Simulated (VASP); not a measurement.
# WS2 in VASP: further runs

WS2 is run at these levels: PBE+D3(BJ); tasks: single point.

Everything below comes from runs of VASP 6.6.1. Logs are shortened: lines on timing, memory, paths and dates and some standing lists are left out, and cuts for length are marked.

## Step 1: The cell of the first run

The cell holds a slab with vacuum, 6 atoms: a = 3.160 Å, b = 3.160 Å, c = 23.804 Å, α = 90.00°, β = 90.00°, γ = 120.00°.

## Step 2: Single point, PBE+D3(BJ)

Contents of INCAR:

```
SYSTEM = WS2
PREC = Accurate
ENCUT = 520
EDIFF = 1E-7
ISMEAR = 0
SIGMA = 0.05
LREAL = .False.
LASPH = .True.
NELM = 100
ALGO = Normal
ISIF = 2
LWAVE = .False.
LCHARG = .False.
LDIPOL = .True.
IDIPOL = 3
DIPOL = 0.5 0.5 0.402
GGA = PE
IVDW = 12
NBANDS = 35
```

Contents of KPOINTS:

```
Automatic mesh
0
Gamma
  9 9 1
  0 0 0
```

Contents of POSCAR:

```
WS2
1.0
    3.1595457497      0.0000000000      0.0000000000
   -1.5797728749      2.7362468836      0.0000000000
    0.0000000000      0.0000000000     23.8042575719
S W
4 2
Direct
    0.3333333333      0.6666666667      0.1890418126
    0.3333333333      0.6666666667      0.3214605103
    0.3333333333      0.6666666667      0.4827761904
    0.3333333333      0.6666666667      0.6151948880
    0.6666666667      0.3333333333      0.2552511581
    0.0000000000      1.0000000000      0.5489855359
```

Potentials or basis: VASP PAW PBE potentials, release 64 (S, W_sv).

The run is started by

```sh
> cat potpaw_PBE.64/S/POTCAR potpaw_PBE.64/W_sv/POTCAR > POTCAR
> mpirun -np 1 vasp_std > vasp.out
```

OUTCAR:

```text
SYSTEM = WS2
   PREC = Accurate
   ENCUT = 520
   EDIFF = 1E-7
   ISMEAR = 0
   LREAL = .False.
   LASPH = .True.
   NELM = 100
   ISIF = 2
   GGA = PE
   IVDW = 12
 IVDW          = 12

 ion  position               nearest neighbor table
   1  0.333  0.667  0.189-   5 2.41   5 2.41   5 2.41
   2  0.333  0.667  0.321-   5 2.41   5 2.41   5 2.41
   3  0.333  0.667  0.483-   6 2.41   6 2.41   6 2.41
   4  0.333  0.667  0.615-   6 2.41   6 2.41   6 2.41
   5  0.667  0.333  0.255-   1 2.41   1 2.41   1 2.41   2 2.41   2 2.41   2 2.41
   6  0.000  0.000  0.549-   3 2.41   3 2.41   3 2.41   4 2.41   4 2.41   4 2.41

  LATTYP: Found a hexagonal cell.
 ALAT       =     3.1595457497
 C/A-ratio  =     7.5340759266

  Lattice vectors:

 A1 = (   3.1595457497,   0.0000000000,   0.0000000000)
 A2 = (  -1.5797728749,   2.7362468836,   0.0000000000)
 A3 = (   0.0000000000,   0.0000000000,  23.8042575719)

Analysis of symmetry for initial positions (statically):
=====================================================================
 Subroutine PRICEL returns:
 Original cell was already a primitive cell.

 Routine SETGRP: Setting up the symmetry group for a
 hexagonal supercell.

 Subroutine GETGRP returns: Found 12 space group operations
 (whereof  6 operations were pure point group operations)
 out of a pool of 24 trial point group operations.

The static configuration has the point symmetry C_3v.
 The point group associated with its full space group is D_3d.

Analysis of symmetry for dynamics (positions and initial velocities):
=====================================================================
 Subroutine PRICEL returns:
 Original cell was already a primitive cell.

 Routine SETGRP: Setting up the symmetry group for a
 hexagonal supercell.

 Subroutine GETGRP returns: Found 12 space group operations
 (whereof  6 operations were pure point group operations)
 out of a pool of 24 trial point group operations.

The dynamic configuration has the point symmetry C_3v.
 The point group associated with its full space group is D_3d.

 Subroutine INISYM returns: Found 12 space group operations
 (whereof  6 operations are pure point group operations),
 and found     1 'primitive' translations

----------------------------------------------------------------------------------------

                                     Primitive cell

  volume of cell :     205.7949

  direct lattice vectors                    reciprocal lattice vectors
     3.159545750  0.000000000  0.000000000     0.316501193  0.182732049  0.000000000
    -1.579772875  2.736246884  0.000000000     0.000000000  0.365464098  0.000000000
     0.000000000  0.000000000 23.804257572     0.000000000  0.000000000  0.042009292

  length of vectors
     3.159545750  3.159545750 23.804257572     0.365464098  0.365464098  0.042009292

  position of ions in fractional coordinates (direct lattice)
     0.333333333  0.666666667  0.189041813
     0.333333333  0.666666667  0.321460510
     0.333333333  0.666666667  0.482776190
     0.333333333  0.666666667  0.615194888
     0.666666667  0.333333333  0.255251158
     0.000000000  0.000000000  0.548985536

  ion indices of the primitive-cell ions
   primitive index   ion index
                 1           1
                 2           2
                 3           3
                 4           4
                 5           5
                 6           6

----------------------------------------------------------------------------------------

 KPOINTS: Automatic mesh

Automatic generation of k-mesh.
 Grid dimensions read from file:
 generate k-points for:    9    9    1

 Generating k-lattice:

  Cartesian coordinates                     Fractional coordinates (reciprocal lattice)
     0.035166799  0.020303561  0.000000000     0.111111111 -0.000000000  0.000000000
     0.000000000  0.040607122  0.000000000     0.000000000  0.111111111  0.000000000
     0.000000000  0.000000000  0.042009292     0.000000000  0.000000000  1.000000000

  Length of vectors
     0.040607122  0.040607122  0.042009292

  Shift w.r.t. Gamma in fractional coordinates (k-lattice)
     0.000000000  0.000000000  0.000000000

 Subroutine IBZKPT returns following result:
 ===========================================

 Found     12 irreducible k-points:

 Following reciprocal coordinates:
            Coordinates               Weight
  0.000000  0.000000  0.000000      1.000000
  0.111111 -0.000000  0.000000      6.000000
  0.222222  0.000000  0.000000      6.000000
  0.333333 -0.000000  0.000000      6.000000
  0.444444  0.000000  0.000000      6.000000
  0.111111  0.111111  0.000000      6.000000
  0.222222  0.111111  0.000000     12.000000
  0.333333  0.111111  0.000000     12.000000
  0.444444  0.111111  0.000000      6.000000
  0.222222  0.222222  0.000000      6.000000
  0.333333  0.222222  0.000000     12.000000
  0.333333  0.333333  0.000000      2.000000
   k-points           NKPTS =     12   k-points in BZ     NKDIM =     12   number of bands    NBANDS=     35
   number of dos      NEDOS =    301   number of ions     NIONS =      6
   total plane-waves  NPLWV = 103680
   dimension x,y,z NGX =    24 NGY =   24 NGZ =  180
   dimension x,y,z NGXF=    48 NGYF=   48 NGZF=  360
   ions per type =               4   2
   NGX,Y,Z   is equivalent  to a cutoff of  12.63, 12.63, 12.57 a.u.
   NGXF,Y,Z  is equivalent  to a cutoff of  25.26, 25.26, 25.14 a.u.
 SYSTEM =  WS2
   PREC   = accura    normal or accurate (medium, high low for compatibility)
   ISTART =      0    job   : 0-new  1-cont  2-samecut
   ICHARG =      2    charge: 1-file 2-atom 10-const
   ISPIN  =      1    spin polarized calculation?
   LNONCOLLINEAR =      F non collinear calculations
   LSORBIT =      F    spin-orbit coupling
   LASPH  =      T    aspherical Exc in radial PAW
   ENCUT  =  520.0 eV  38.22 Ry    6.18 a.u.   5.87  5.87 44.26*2*pi/ulx,y,z
   NELM   =    100;   NELMIN=  2; NELMDL= -5     # of ELM steps
   EDIFF  = 0.1E-06   stopping-criterion for ELM
   LREAL  =      F    real-space projection
   EDIFFG = 0.1E-05   stopping-criterion for IOM
   NSW    =      0    number of steps for IOM
   IBRION =     -1    ionic relax: 0-MD 1-quasi-New 2-CG
   NFREE  =      0    steps in history (QN), initial steepest desc. (CG)
   ISIF   =      2    stress and relaxation
   ISYM   =      2    0-nonsym 1-usesym 2-fastsym
   POTIM  = 0.5000    time-step for ionic-motion
   TEBEG  =    0.0;   TEEND  =   0.0 temperature during run
   PSTRESS=    0.0 pullay stress
   NELECT =      52.0000    total number of electrons
   NUPDOWN=      -1.0000    fix difference up-down
   EMIN   =  10.00;   EMAX   =-10.00  energy-range for DOS
   EFERMI =   0.00;   METHOD = LEGACY
   ISMEAR =     0;   SIGMA  =   0.05  broadening in eV -4-tet -1-fermi 0-gaus
   EFERMI_NEDOS =   21; number of points for ismear=-14 and -15
   IALGO  =     38    algorithm
   IMIX   =      4    mixing-type and parameters
     AMIX     =   0.40;   BMIX     =  1.00
     AMIX_MAG =   1.60;   BMIX_MAG =  1.00
  volume/ion in A,a.u.               =      34.30       231.46
  Fermi-wavevector in a.u.,A,eV,Ry     =   1.034978  1.955825 14.574279  1.071179
  Thomas-Fermi vector in A             =   2.169299
   LORBIT       =      0    0 simple, 1 ext, 2 COOP (PROOUT), +10 PAW based schemes
   GGA     = PE    functional components
   LHFCALC =     F    Hartree Fock is set to
   AEXX    =    0.0000 exact exchange contribution
   IVDW    =    12    specifies the selected vdW correction
   LEPSILON=     F    determine dielectric tensor
   LRPA    =     F    only Hartree local field effects (RPA)
 non-spin polarized calculation
 Gauss-broadening in eV      SIGMA  =   0.05
  energy-cutoff  :      520.00
  volume of cell :      205.79
 maximum number of plane-waves:      5566
 NGX is ok and might be reduce to    24
   NGX = 11   NGY = 11   NGZ = 89

 dipolmoment           0.000000      0.000000      0.000081 electrons x Angstroem

 number of electron      51.9999994 magnetization

 dipolmoment           0.000000      0.000000     -0.000003 electrons x Angstroem

 Free energy of the ion-electron system (eV)
  ---------------------------------------------------
  ext. energy  EPLUGINS =         0.00000000
  ---------------------------------------------------
  free energy    TOTEN  =       -47.32500910 eV

  energy without entropy =      -47.32500910  energy(sigma->0) =      -47.32500910

 E-fermi :   1.2891     XC(G=0):  -6.2016

 val. band max:        0.8862687442   @ k =   0.0000   0.0000   0.0000
 cond. band min:       2.7378016881   @ k =   0.3333   0.3333   0.0000
 fundamental gap:      1.8515329439
 Fermi energy:         1.2890799566

 k-point     1 :       0.0000    0.0000    0.0000
  band No.  band energies     occupation
      1     -73.1926      2.00000
      2     -73.1926      2.00000
      3     -37.4447      2.00000
      4     -37.4446      2.00000
      5     -37.2699      2.00000
      6     -37.2699      2.00000
[... 27 lines left out ...]
     34       3.8928      0.00000
     35       5.8499      0.00000

 k-point     2 :       0.1111   -0.0000    0.0000
  band No.  band energies     occupation
      1     -73.1904      2.00000
      2     -73.1904      2.00000
      3     -37.4370      2.00000
      4     -37.4369      2.00000
      5     -37.3126      2.00000
      6     -37.3126      2.00000
[... 27 lines left out ...]
     34       4.1220      0.00000
     35       6.2174      0.00000
[... 340 lines left out ...]
     34       6.0967      0.00000
     35       6.9101      0.00000

 k-point    12 :       0.3333    0.3333    0.0000
  band No.  band energies     occupation
      1     -73.1718      2.00000
      2     -73.1717      2.00000
      3     -37.5357      2.00000
      4     -37.5357      2.00000
      5     -37.5014      2.00000
      6     -37.5014      2.00000
[... 27 lines left out ...]
     34       6.5532      0.00000
     35       7.3428      0.00000

------------------------ aborting loop because EDIFF is reached ----------------------------------------

 vacuum level on the upper side and lower side of the slab       (xc-potential included)        -0.080        -0.080

 Edisp (eV)   -2.05293

 E8    (eV) :    -0.8927

  FORCE on cell =-STRESS in cart. coord.  units (eV):
  Direction    XX          YY          ZZ          XY          YZ          ZX
  --------------------------------------------------------------------------------------
  -------------------------------------------------------------------------------------
  Total      -0.19799    -0.19799    -0.51193     0.00000     0.00000    -0.00000
  in kB      -1.54140    -1.54140    -3.98556     0.00000     0.00000    -0.00000
  external pressure =       -2.36 kB  Pullay stress =        0.00 kB

 VOLUME and BASIS-vectors are now :
 -----------------------------------------------------------------------------
  energy-cutoff  :      520.00
  volume of cell :      205.79
      direct lattice vectors                 reciprocal lattice vectors
     3.159545750  0.000000000  0.000000000     0.316501193  0.182732049  0.000000000
    -1.579772875  2.736246884  0.000000000     0.000000000  0.365464098  0.000000000
     0.000000000  0.000000000 23.804257572     0.000000000  0.000000000  0.042009292

 POSITION                                       TOTAL-FORCE (eV/Angst)
 -----------------------------------------------------------------------------------
     -0.00000      1.82416      4.50000        -0.000000     -0.000000      0.002893
     -0.00000      1.82416      7.65213        -0.000000      0.000000      0.043788
     -0.00000      1.82416     11.49213         0.000000     -0.000000     -0.043788
     -0.00000      1.82416     14.64426         0.000000      0.000000     -0.002893
      1.57977      0.91208      6.07606        -0.000000     -0.000000      0.033295
      0.00000      0.00000     13.06819         0.000000      0.000000     -0.033295
 -----------------------------------------------------------------------------------
    total drift:                                0.000000     -0.000000     -0.000431

  FREE ENERGIE OF THE ION-ELECTRON SYSTEM (eV)
  ---------------------------------------------------
  free  energy   TOTEN  =       -49.3779367133 eV

  energy  without entropy=      -49.3779367133  energy(sigma->0) =      -49.37793671

 vacuum level on the upper side and lower side of the slab         6.407         6.408
```

Run time: 4.4 min. Hardware: 1 thread of Intel Xeon 8259CL, shared host; peak memory 0.33 GiB.

What came out:

| Quantity | Value |
| --- | --- |
| Free energy | -49.3779 eV |
| Largest force | 0.044 eV/Å |
| Band gap on the k mesh | 1.85 eV (least direct gap 1.92 eV) |
| Dispersion energy per atom | -0.342 eV |

Forces on the atoms (eV/Å):
```
S    0.000  0.000  0.003
S    0.000  0.000  0.044
S    0.000  0.000 -0.044
S    0.000  0.000 -0.003
W    0.000  0.000  0.033
W    0.000  0.000 -0.033
```

Levels at points of the mesh, in eV from the valence-band top:
```tsv
k point	band 23	band 24	band 25	band 26	band 27	band 28	band 29	band 30
(0.00, 0.00, 0.00)	-1.64	-1.64	-0.36	0.00	2.85	2.85	2.87	2.87
```

Caveat: spin-orbit coupling is left out, which moves the levels of the heavy elements.

## Step 3: Single point, PBE+D3(BJ) (layers slid over each other)

Contents of INCAR:

```
SYSTEM = WS2
PREC     = Accurate       ! precision mode
ENCUT    = 520            ! plane-wave cutoff, eV
EDIFF    = 1E-6           ! SCF threshold, eV
ISMEAR   = 0              ! smearing method
SIGMA    = 0.05           ! smearing width, eV
LREAL    = .False.        ! projectors in reciprocal space
LASPH    = .True.         ! aspherical terms in the spheres
NELM     = 100            ! most SCF steps
ALGO     = Normal         ! electronic algorithm
ISIF     = 2              ! what is computed and relaxed
LWAVE    = .False.        ! write WAVECAR
LCHARG   = .True.         ! write CHGCAR
LDIPOL   = .True.       
IDIPOL   = 3            
DIPOL    = 0.5 0.5 0.402
GGA      = PE             ! functional
IVDW     = 12             ! dispersion correction
LELF     = .True.         ! ELF
LVHAR    = .True.       
LVACPOTAV= .True.       
NBANDS   = 35             ! bands
```

Contents of KPOINTS:

```
regular mesh
0
Gamma
  9 9 1
  0 0 0
```

Contents of POSCAR:

```
WS2
1.0
    3.1595457497      0.0000000000      0.0000000000
   -1.5797728749      2.7362468836      0.0000000000
    0.0000000000      0.0000000000     23.8042575719
S W
4 2
Direct
    0.3333333333      0.6666666667      0.1890418126
    0.3333333333      0.6666666667      0.3214605103
    0.6666666667      1.3333333333      0.4827761904
    0.6666666667      1.3333333333      0.6151948880
    0.6666666667      0.3333333333      0.2552511581
    0.3333333333      1.6666666667      0.5489855359
```

Potentials or basis: VASP PAW PBE potentials, release 64 (S, W_sv).

The run is started by

```sh
> cat potpaw_PBE.64/S/POTCAR potpaw_PBE.64/W_sv/POTCAR > POTCAR
> mpirun -np 1 vasp_std > vasp.out
```

Wall time 4.3 min (1 thread of Intel Xeon 8259CL, shared host); peak memory 0.34 GiB.

It converged, with:

```
Free energy                : -49.3899 eV
Largest force              : 0.079 eV/Å
Band gap on the k mesh     : 1.87 eV (least direct gap 1.91 eV)
Dispersion energy per atom : -0.342 eV
```

Forces in eV/Å, atoms in the order of the input:
```
S    0.000  0.000  0.004
S    0.000  0.000  0.079
S    0.000  0.000 -0.079
S    0.000  0.000 -0.004
W    0.000  0.000  0.040
W    0.000  0.000 -0.040
```

Levels at points of the mesh, in eV from the valence-band top:
```csv
k point,band 22,band 23,band 24,band 25,band 26,band 27,band 28,band 29,band 30,band 31
"(0.00, 0.00, 0.00)",-1.62,-1.62,-1.62,-0.33,0.00,2.88,2.88,2.88,2.88,3.01
```

Caveat: the cell differs from its parent crystal (layers slid over each other); spin-orbit coupling is left out, which moves the levels of the heavy elements.

## Step 4: Single point, PBE+D3(BJ) (layers slid over each other)

Contents of INCAR:

```
PREC     = Accurate       # precision mode
ENCUT    = 520            # plane-wave cutoff, eV
EDIFF    = 1E-7           # SCF threshold, eV
ISMEAR   = 0              # smearing method
SIGMA    = 0.05           # smearing width, eV
LREAL    = F              # projectors in reciprocal space
LASPH    = T              # aspherical terms in the spheres
NELM     = 60             # most SCF steps
ALGO     = Normal         # electronic algorithm
ISIF     = 2              # what is computed and relaxed
LWAVE    = F              # write WAVECAR
LCHARG   = F              # write CHGCAR
LDIPOL   = T            
IDIPOL   = 3            
DIPOL    = 0.5 0.5 0.402
GGA      = PE             # functional
IVDW     = 12             # dispersion correction
NBANDS   = 35             # bands
```

Contents of KPOINTS:

```
regular mesh
0
Gamma
  9 9 1
```

Contents of POSCAR:

```
WS2
1.0
    3.1595457497      0.0000000000      0.0000000000
   -1.5797728749      2.7362468836      0.0000000000
    0.0000000000      0.0000000000     23.8042575719
S W
4 2
Direct
    0.3333333333      0.6666666667      0.1890418126
    0.3333333333      0.6666666667      0.3214605103
    1.0000000000      1.0000000000      0.4827761904
    1.0000000000      1.0000000000      0.6151948880
    0.6666666667      0.3333333333      0.2552511581
    0.6666666667      1.3333333333      0.5489855359
```

The run is started by

```sh
> cat potpaw_PBE.64/S/POTCAR potpaw_PBE.64/W_sv/POTCAR > POTCAR
> mpirun -np 1 vasp_std > vasp.out
```

It took 4.6 min on 1 thread of Intel Xeon 8259CL, shared host; peak memory 0.34 GiB.

The run converged. Its results:

```yaml
Free_energy: -49.3869 eV
Largest_force: 0.070 eV/Å
Band_gap_on_the_k_mesh: 1.87 eV (least direct gap 1.92 eV)
Dispersion_energy_per_atom: -0.342 eV
```

Forces on the atoms (eV/Å):
```
S    0.000  0.000  0.003
S    0.000  0.000  0.070
S    0.000  0.000 -0.070
S    0.000  0.000 -0.003
W    0.000  0.000  0.041
W    0.000  0.000 -0.041
```

Levels at points of the mesh, in eV from the valence-band top:
| k point | band 23 | band 24 | band 25 | band 26 | band 27 | band 28 | band 29 | band 30 |
| --- | --- | --- | --- | --- | --- | --- | --- | --- |
| (0.00, 0.00, 0.00) | -1.62 | -1.62 | -0.33 | 0.00 | 2.87 | 2.87 | 2.89 | 2.89 |

Caveat: the cell differs from its parent crystal (layers slid over each other); spin-orbit coupling is left out, which moves the levels of the heavy elements.

## Step 5: Single point, PBE+D3(BJ)

INCAR: that of step 4 with these lines changed.

```diff
@@ -7,3 +7,3 @@
 LASPH    = T              # aspherical terms in the spheres
-NELM     = 60             # most SCF steps
+NELM     = 100            # most SCF steps
 ALGO     = Normal         # electronic algorithm
```

Contents of KPOINTS:

```
Automatic mesh
0
Gamma
  9 9 1
```

Contents of POSCAR:

```
WS2
1.0
    3.1595457497      0.0000000000      0.0000000000
   -1.5797728749      2.7362468836      0.0000000000
    0.0000000000      0.0000000000     23.8042575719
S W
4 2
Direct
    0.3333333333      0.6666666667      0.1890418126
    0.3333333333      0.6666666667      0.3214605103
    0.6666666667      1.3333333333      0.4827761904
    0.6666666667      1.3333333333      0.6151948880
    0.6666666667      0.3333333333      0.2552511581
    0.3333333333      1.6666666667      0.5489855359
```

The run is started by

```sh
> cat potpaw_PBE.64/S/POTCAR potpaw_PBE.64/W_sv/POTCAR > POTCAR
> mpirun -np 1 vasp_std > vasp.out
```

Run time: 4.6 min. Hardware: 1 thread of Intel Xeon 8259CL, shared host; peak memory 0.34 GiB.

The run converged. Its results:

* Free energy: -49.3899 eV
* Largest force: 0.079 eV/Å
* Band gap on the k mesh: 1.87 eV (least direct gap 1.91 eV)
* Dispersion energy per atom: -0.342 eV

Forces in eV/Å, atoms in the order of the input:
```
S    0.000  0.000  0.004
S    0.000  0.000  0.079
S    0.000  0.000 -0.079
S    0.000  0.000 -0.004
W    0.000  0.000  0.040
W    0.000  0.000 -0.040
```

Levels at points of the mesh, in eV from the valence-band top:
```tsv
k point	band 22	band 23	band 24	band 25	band 26	band 27	band 28	band 29	band 30	band 31
(0.00, 0.00, 0.00)	-1.62	-1.62	-1.62	-0.33	0.00	2.88	2.88	2.88	2.88	3.01
```

Caveat: spin-orbit coupling is left out, which moves the levels of the heavy elements.

## Step 6: The runs side by side

```csv
cell,gap on the mesh (eV),largest force (eV/Å)
"as given, atomic positions A",1.85,0.04
"as given, atomic positions B",1.87,0.08
"as given, atomic positions C",1.87,0.07
```

Alike in all rows: task single point; level PBE+D3(BJ); potentials or basis VASP PAW PBE potentials, release 64 (S, W_sv); no spin polarisation; k mesh 9 × 9 × 1; cutoff (eV) 520; smearing gaussian 0.05 eV.

Caveats: spin-orbit coupling is left out, which moves the levels of the heavy elements.

Total energies depend on the potentials used, so only differences within one code and one set of settings carry meaning.
